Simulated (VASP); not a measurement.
Al:

```
CELL_PARAMETERS angstrom
2.81246 0.00000 0.00000
-1.40623 2.43566 0.00000
0.00000 0.00000 4.86685
ATOMIC_POSITIONS crystal
Al 0.33333 0.66667 0.25000
Al 0.66667 0.33333 0.75000
```

This isn't the form of Al at room conditions, which is fcc.

| Item | Value |
| --- | --- |
| Program | VASP 6.6.1 |
| Task | relaxation of cell and atoms |
| Functional | HSE06 |
| Potentials or basis | VASP PAW PBE potentials, release 64 (Al) |
| Cutoff | 600 eV |
| k mesh | 6 × 6 × 3 |
| Occupations | fermi-dirac, width 0.05 eV |
| Spin | no spin polarisation |

At the start: pressure 1.3 GPa; volume 16.67 Å³/atom.

How do energy, volume and symmetry change on relaxing?

Over 11 steps the energy falls by 47.8 meV/atom; space group P6_3/mmc (No. 194, to 0.1 Å) before and after.

Step by step:
```
step  energy change (eV)  largest force (eV/Å)  pressure (GPa)  volume (Å³)
   1              0.0000                0.0000            1.30        33.34
   2             -0.0368                0.0000           -1.08        33.97
   3             -0.0708                0.0000           -2.59        34.37
   4             -0.0483                0.0000           -3.05        35.10
   5             -0.0827                0.0000           -2.96        34.64
   6             -0.0622                0.0000            1.33        33.07
   7             -0.0894                0.0000           -1.70        34.12
   8             -0.0951                0.0000            0.48        33.12
   9             -0.0956                0.0000           -0.04        33.34
  10             -0.0956                0.0000           -0.07        33.36
  11             -0.0956                0.0000            0.00        33.33
```

Final structure:
```xyz
2
Lattice="2.9130 0.0000 0.0000 -1.4565 2.5227 0.0000 0.0000 0.0000 4.5358" Properties=species:S:1:pos:R:3 pbc="T T T"
Al    0.0000    1.6818    1.1340
Al    1.4565    0.8409    3.4019
```

Caveat: the k points lie up to 0.46 Å⁻¹ apart in the final cell, too coarse for converged energies and pressures of a metal; the PAW data sets were made with another functional, which shifts forces and pressure a little.
